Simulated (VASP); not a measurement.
# SnSe2 (P3m1) in VASP: further runs

Runs on SnSe2. Level: PBE. Tasks: single point.

All numbers are computed with VASP 6.6.1; they aren't measurements. Logs are shortened: lines on timing, memory, paths and dates and some standing lists are left out, and cuts for length are marked.

## 1. The cell of the first run

The structure is trigonal, space group P3m1 (No. 156). The conventional cell has a = 3.811 Å, b = 3.811 Å, c = 6.137 Å, α = 90.00°, β = 90.00°, γ = 120.00°. Sn (site symmetry 3m) has 6 Se at 2.68 to 3.07 Å within 3.5 Å. Within 4.0 Å of Se (site symmetry 3m) lie 3 Sn at 3.07 Å and 9 Se at 3.31 to 3.81 Å. Within 3.5 Å of Se (site symmetry 3m) lie 3 Sn at 2.68 Å and 3 Se at 3.31 Å.

## 2. Single point, PBE (atom 2 (Se) moved by (+0.000, +0.600) A along x and z)

Input file INCAR:

```
SYSTEM = SnSe2
ALGO = Normal
EDIFF = 1E-6
ENCUT = 520
GGA = PE
ISIF = 2
ISMEAR = 0
LASPH = .True.
LCHARG = .False.
LREAL = .False.
LWAVE = .False.
NBANDS = 20
NELM = 100
PREC = Accurate
SIGMA = 0.05
```

Input file KPOINTS:

```
k-points
0
Gamma
  12 12 6
  0 0 0
```

Input file POSCAR:

```
SnSe2
1.0
    3.8109987816      0.0000000000      0.0000000000
   -1.9054993908      3.3004217586      0.0000000000
    0.0000000000      0.0000000000      6.1370000000
Sn Se
1 2
Direct
    0.0000000000      0.0000000000      0.0000000000
    0.3333333333      0.6666666667      0.3477676389
    0.6666666667      0.3333333333      0.7500000000
```

Potentials or basis: VASP PAW PBE potentials, release 64 (Sn_d, Se).

The run is started by

```sh
$ cat potpaw_PBE.64/Sn_d/POTCAR potpaw_PBE.64/Se/POTCAR > POTCAR
$ mpirun -np 1 vasp_std > vasp.out
```

OUTCAR:

```text
SYSTEM = SnSe2
   EDIFF = 1E-6
   ENCUT = 520
   GGA = PE
   ISIF = 2
   ISMEAR = 0
   LASPH = .True.
   LREAL = .False.
   NELM = 100
   PREC = Accurate

 ion  position               nearest neighbor table
   1  0.000  0.000  0.000-   3 2.68   3 2.68   3 2.68   2 3.07   2 3.07   2 3.07
   2  0.333  0.667  0.348-   1 3.07   1 3.07   1 3.07
   3  0.667  0.333  0.750-   1 2.68   1 2.68   1 2.68

  LATTYP: Found a hexagonal cell.
 ALAT       =     3.8109987816
 C/A-ratio  =     1.6103390087

  Lattice vectors:

 A1 = (   3.8109987816,   0.0000000000,   0.0000000000)
 A2 = (  -1.9054993908,   3.3004217586,   0.0000000000)
 A3 = (   0.0000000000,   0.0000000000,   6.1370000000)

Analysis of symmetry for initial positions (statically):
=====================================================================
 Subroutine PRICEL returns:
 Original cell was already a primitive cell.

 Routine SETGRP: Setting up the symmetry group for a
 hexagonal supercell.

 Subroutine GETGRP returns: Found  6 space group operations
 (whereof  6 operations were pure point group operations)
 out of a pool of 24 trial point group operations.

The static configuration has the point symmetry C_3v.

Analysis of symmetry for dynamics (positions and initial velocities):
=====================================================================
 Subroutine PRICEL returns:
 Original cell was already a primitive cell.

 Routine SETGRP: Setting up the symmetry group for a
 hexagonal supercell.

 Subroutine GETGRP returns: Found  6 space group operations
 (whereof  6 operations were pure point group operations)
 out of a pool of 24 trial point group operations.

The dynamic configuration has the point symmetry C_3v.

 Subroutine INISYM returns: Found  6 space group operations
 (whereof  6 operations are pure point group operations),
 and found     1 'primitive' translations

----------------------------------------------------------------------------------------

                                     Primitive cell

  volume of cell :      77.1906

  direct lattice vectors                    reciprocal lattice vectors
     3.810998782  0.000000000  0.000000000     0.262398405  0.151495789  0.000000000
    -1.905499391  3.300421759  0.000000000     0.000000000  0.302991579  0.000000000
     0.000000000  0.000000000  6.137000000     0.000000000  0.000000000  0.162946065

  length of vectors
     3.810998782  3.810998782  6.137000000     0.302991579  0.302991579  0.162946065

  position of ions in fractional coordinates (direct lattice)
     0.000000000  0.000000000  0.000000000
     0.333333333  0.666666667  0.347767639
     0.666666667  0.333333333  0.750000000

  ion indices of the primitive-cell ions
   primitive index   ion index
                 1           1
                 2           2
                 3           3

----------------------------------------------------------------------------------------

 KPOINTS: k-points

Automatic generation of k-mesh.
 Grid dimensions read from file:
 generate k-points for:   12   12    6

 Generating k-lattice:

  Cartesian coordinates                     Fractional coordinates (reciprocal lattice)
     0.021866534  0.012624649  0.000000000     0.083333333 -0.000000000  0.000000000
     0.000000000  0.025249298  0.000000000     0.000000000  0.083333333  0.000000000
     0.000000000  0.000000000  0.027157677     0.000000000  0.000000000  0.166666667

  Length of vectors
     0.025249298  0.025249298  0.027157677

  Shift w.r.t. Gamma in fractional coordinates (k-lattice)
     0.000000000  0.000000000  0.000000000

 Subroutine IBZKPT returns following result:
 ===========================================

 Found    100 irreducible k-points:

 Following reciprocal coordinates:
            Coordinates               Weight
  0.000000  0.000000  0.000000      1.000000
  0.083333  0.000000  0.000000      6.000000
  0.166667  0.000000  0.000000      6.000000
  0.250000 -0.000000  0.000000      6.000000
  0.333333 -0.000000  0.000000      6.000000
  0.416667 -0.000000  0.000000      6.000000
[... 16 lines left out ...]
  0.166667  0.000000  0.166667      6.000000
  0.000000  0.166667  0.166667      6.000000
 [... further k-points ...]
   k-points           NKPTS =    100   k-points in BZ     NKDIM =    100   number of bands    NBANDS=     20
   number of dos      NEDOS =    301   number of ions     NIONS =      3
   total plane-waves  NPLWV =  37632
   dimension x,y,z NGX =    28 NGY =   28 NGZ =   48
   dimension x,y,z NGXF=    56 NGYF=   56 NGZF=   96
   ions per type =               1   2
   NGX,Y,Z   is equivalent  to a cutoff of  12.21, 12.21, 13.00 a.u.
   NGXF,Y,Z  is equivalent  to a cutoff of  24.43, 24.43, 26.01 a.u.
 SYSTEM =  SnSe2
   PREC   = accura    normal or accurate (medium, high low for compatibility)
   ISTART =      0    job   : 0-new  1-cont  2-samecut
   ICHARG =      2    charge: 1-file 2-atom 10-const
   ISPIN  =      1    spin polarized calculation?
   LNONCOLLINEAR =      F non collinear calculations
   LSORBIT =      F    spin-orbit coupling
   LASPH  =      T    aspherical Exc in radial PAW
   ENCUT  =  520.0 eV  38.22 Ry    6.18 a.u.   7.09  7.09 11.41*2*pi/ulx,y,z
   NELM   =    100;   NELMIN=  2; NELMDL= -5     # of ELM steps
   EDIFF  = 0.1E-05   stopping-criterion for ELM
   LREAL  =      F    real-space projection
   EDIFFG = 0.1E-04   stopping-criterion for IOM
   NSW    =      0    number of steps for IOM
   IBRION =     -1    ionic relax: 0-MD 1-quasi-New 2-CG
   NFREE  =      0    steps in history (QN), initial steepest desc. (CG)
   ISIF   =      2    stress and relaxation
   ISYM   =      2    0-nonsym 1-usesym 2-fastsym
   POTIM  = 0.5000    time-step for ionic-motion
   TEBEG  =    0.0;   TEEND  =   0.0 temperature during run
   PSTRESS=    0.0 pullay stress
   NELECT =      26.0000    total number of electrons
   NUPDOWN=      -1.0000    fix difference up-down
   EMIN   =  10.00;   EMAX   =-10.00  energy-range for DOS
   EFERMI =   0.00;   METHOD = LEGACY
   ISMEAR =     0;   SIGMA  =   0.05  broadening in eV -4-tet -1-fermi 0-gaus
   EFERMI_NEDOS =   21; number of points for ismear=-14 and -15
   IALGO  =     38    algorithm
   IMIX   =      4    mixing-type and parameters
     AMIX     =   0.40;   BMIX     =  1.00
     AMIX_MAG =   1.60;   BMIX_MAG =  1.00
  volume/ion in A,a.u.               =      25.73       173.64
  Fermi-wavevector in a.u.,A,eV,Ry     =   1.139054  2.152501 17.652812  1.297445
  Thomas-Fermi vector in A             =   2.275758
   LORBIT       =      0    0 simple, 1 ext, 2 COOP (PROOUT), +10 PAW based schemes
   GGA     = PE    functional components
   LHFCALC =     F    Hartree Fock is set to
   AEXX    =    0.0000 exact exchange contribution
   IVDW    =     0    specifies the selected vdW correction
   LEPSILON=     F    determine dielectric tensor
   LRPA    =     F    only Hartree local field effects (RPA)
 non-spin polarized calculation
 Gauss-broadening in eV      SIGMA  =   0.05
  energy-cutoff  :      520.00
  volume of cell :       77.19
 maximum number of plane-waves:      2109
   NGX = 15   NGY = 15   NGZ = 23

 number of electron      26.0000006 magnetization

 Free energy of the ion-electron system (eV)
  ---------------------------------------------------
  ext. energy  EPLUGINS =         0.00000000
  ---------------------------------------------------
  free energy    TOTEN  =       -11.09956127 eV

  energy without entropy =      -11.09687895  energy(sigma->0) =      -11.09822011

 E-fermi :   4.7166     XC(G=0):  -9.6741

 val. band max:        4.7155954715   @ k =  -0.0833   0.5000   0.3333
 cond. band min:       4.7241785631   @ k =   0.0000   0.2500   0.3333
 fundamental gap:      0.0085830916
 Fermi energy:         4.7166225417

 k-point     1 :       0.0000    0.0000    0.0000
  band No.  band energies     occupation
      1     -16.9376      2.00000
      2     -16.9376      2.00000
      3     -16.8939      2.00000
      4     -16.8835      2.00000
      5     -16.8835      2.00000
      6      -9.6683      2.00000
[... 12 lines left out ...]
     19      13.7300      0.00000
     20      13.7420      0.00000

 k-point     2 :       0.0833    0.0000    0.0000
  band No.  band energies     occupation
      1     -16.9394      2.00000
      2     -16.9347      2.00000
      3     -16.8922      2.00000
      4     -16.8855      2.00000
      5     -16.8837      2.00000
      6      -9.6035      2.00000
[... 12 lines left out ...]
     19      12.7951      0.00000
     20      13.4645      0.00000

 k-point     3 :       0.1667    0.0000    0.0000
  band No.  band energies     occupation
      1     -16.9449      2.00000
      2     -16.9268      2.00000
      3     -16.8923      2.00000
      4     -16.8856      2.00000
      5     -16.8841      2.00000
      6      -9.4156      2.00000
[... 12 lines left out ...]
     19      12.4041      0.00000
     20      13.4518      0.00000

 k-point     4 :       0.2500   -0.0000    0.0000
  band No.  band energies     occupation
      1     -16.9534      2.00000
      2     -16.9169      2.00000
      3     -16.8990      2.00000
      4     -16.8838      2.00000
      5     -16.8781      2.00000
      6      -9.1260      2.00000
[... 12 lines left out ...]
     19      12.6933      0.00000
     20      13.9800      0.00000

 k-point     5 :       0.3333   -0.0000    0.0000
  band No.  band energies     occupation
      1     -16.9628      2.00000
      2     -16.9090      2.00000
      3     -16.9052      2.00000
      4     -16.8814      2.00000
      5     -16.8700      2.00000
      6      -8.7807      2.00000
[... 12 lines left out ...]
     19      13.4879      0.00000
     20      14.5637      0.00000
[... 353 lines left out ...]
      6      -9.5640      2.00000
[... 12 lines left out ...]
     19      12.6621      0.00000
     20      13.4499      0.00000

 k-point    22 :       0.0000    0.0833    0.1667
  band No.  band energies     occupation
      1     -16.9394      2.00000
      2     -16.9347      2.00000
      3     -16.8922      2.00000
      4     -16.8855      2.00000
      5     -16.8837      2.00000
      6      -9.5639      2.00000
[... 12 lines left out ...]
     19      12.8754      0.00000
     20      13.1260      0.00000

 k-point    23 :       0.1667    0.0000    0.1667
  band No.  band energies     occupation
      1     -16.9449      2.00000
      2     -16.9268      2.00000
      3     -16.8923      2.00000
      4     -16.8856      2.00000
      5     -16.8841      2.00000
      6      -9.3777      2.00000
[... 12 lines left out ...]
     19      12.4892      0.00000
     20      13.4398      0.00000

 k-point    24 :       0.0000    0.1667    0.1667
  band No.  band energies     occupation
      1     -16.9449      2.00000
      2     -16.9268      2.00000
      3     -16.8923      2.00000
      4     -16.8856      2.00000
      5     -16.8841      2.00000
      6      -9.3775      2.00000
[... 12 lines left out ...]
     19      12.3818      0.00000
     20      13.2082      0.00000

 [... further k-points ...]

------------------------ aborting loop because EDIFF is reached ----------------------------------------

  FORCE on cell =-STRESS in cart. coord.  units (eV):
  Direction    XX          YY          ZZ          XY          YZ          ZX
  --------------------------------------------------------------------------------------
  -------------------------------------------------------------------------------------
  Total        1.0303495      1.0303495     -1.9357448      0.0000000     -0.0000000      0.0000000
  in kB       21.3860596     21.3860596    -40.1785546      0.0000000     -0.0000000      0.0000000
  external PRESSURE =       0.8645215 kB  Pullay stress =       0.0000000 kB

 VOLUME and BASIS-vectors are now :
 -----------------------------------------------------------------------------
  energy-cutoff  :      520.00
  volume of cell :       77.19
      direct lattice vectors                 reciprocal lattice vectors
     3.810998782  0.000000000  0.000000000     0.262398405  0.151495789  0.000000000
    -1.905499391  3.300421759  0.000000000     0.000000000  0.302991579  0.000000000
     0.000000000  0.000000000  6.137000000     0.000000000  0.000000000  0.162946065

 POSITION                                       TOTAL-FORCE (eV/Angst)
 -----------------------------------------------------------------------------------
      0.00000      0.00000      0.00000         0.000000     -0.000000      2.166469
     -0.00000      2.20028      2.13425        -0.000000      0.000000     -1.638090
      1.90550      1.10014      4.60275         0.000000      0.000000     -0.528379
 -----------------------------------------------------------------------------------
    total drift:                               -0.000000     -0.000000      0.000027

  FREE ENERGIE OF THE ION-ELECTRON SYSTEM (eV)
  ---------------------------------------------------
  free  energy   TOTEN  =       -11.0995612714 eV

  energy  without entropy=      -11.0968789498  energy(sigma->0) =      -11.09822011
```

Wall time 81 s (1 thread of Intel Xeon 6975P-C (Granite Rapids), shared host); peak memory 0.28 GiB.

Results:

| Item | Value |
| --- | --- |
| Free energy | -11.0996 eV |
| Pressure | 0.1 GPa |
| Largest force | 2.166 eV/Å |
| Band gap on the k mesh | zero (bands 13 and 14 overlap by 1.02 eV) |

Forces in eV/Å, atoms in the order of the input:
```
Sn   0.000  0.000  2.166
Se   0.000  0.000 -1.638
Se   0.000  0.000 -0.528
```

Levels at points of the mesh, in eV from the Fermi level:
```
           k point  band 10  band 11  band 12  band 13  band 14  band 15  band 16  band 17
(0.00, 0.00, 0.00)    -1.45    -0.73    -0.13     0.12     0.12     3.20     4.23     4.23
(0.50, 0.00, 0.00)    -3.80    -2.88    -2.63    -0.16     0.96     2.38     3.93     4.59
(0.00, 0.00, 0.50)    -1.48    -1.48     0.27     0.27     1.90     2.97     3.79     3.79
(0.50, 0.00, 0.50)    -2.64    -2.25    -1.62    -0.82    -0.21     2.49     3.78     5.09
```

Caveat: the cell differs from its parent crystal (atom 2 (Se) moved by (+0.000, +0.600) A along x and z); spin-orbit coupling is left out, which moves the levels of the heavy elements; forces of over 1 eV/Å act on the atoms, so gaps and moduli don't describe the material at rest.

[end of part 1 of 2]
